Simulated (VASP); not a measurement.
Here is a VASP 6.6.1 calculation.

The input INCAR:

```
ALGO = Normal ; EDIFF = 1E-7
ENCUT = 520 ; GGA = PS
ISIF = 2 ; ISMEAR = -1
LASPH = True ; LCHARG = False
LREAL = False ; LWAVE = False
NBANDS = 20 ; NELM = 60
PREC = Accurate ; SIGMA = 0.1
```

Contents of KPOINTS:

```
k-points
0
Gamma
  7 7 5
```

The input POSCAR:

```
BaSbPt
1.0
    4.5679976200      0.0000000000      0.0000000000
   -2.2839988100      3.9560019800      0.0000000000
    0.0000000000      0.0000000000      4.9864066600
Ba Sb Pt
1 1 1
Direct
    0.0000000000      0.0000000000      0.0000000000
    0.6666666700      0.3333333300      0.5000000000
    0.3333333300      0.6666666700      0.5000000000
```

Potentials or basis: VASP PAW PBE potentials, release 64 (Ba_sv, Sb, Pt).

Command:

```bash
$ cat potpaw_PBE.64/Ba_sv/POTCAR potpaw_PBE.64/Sb/POTCAR potpaw_PBE.64/Pt/POTCAR > POTCAR
$ mpirun -np 1 vasp_std > vasp.out
```

Q: What does it give for the pressure?

A: -1.8 GPa.

Caveat: the PAW data sets were made with another functional, which shifts forces and pressure a little.
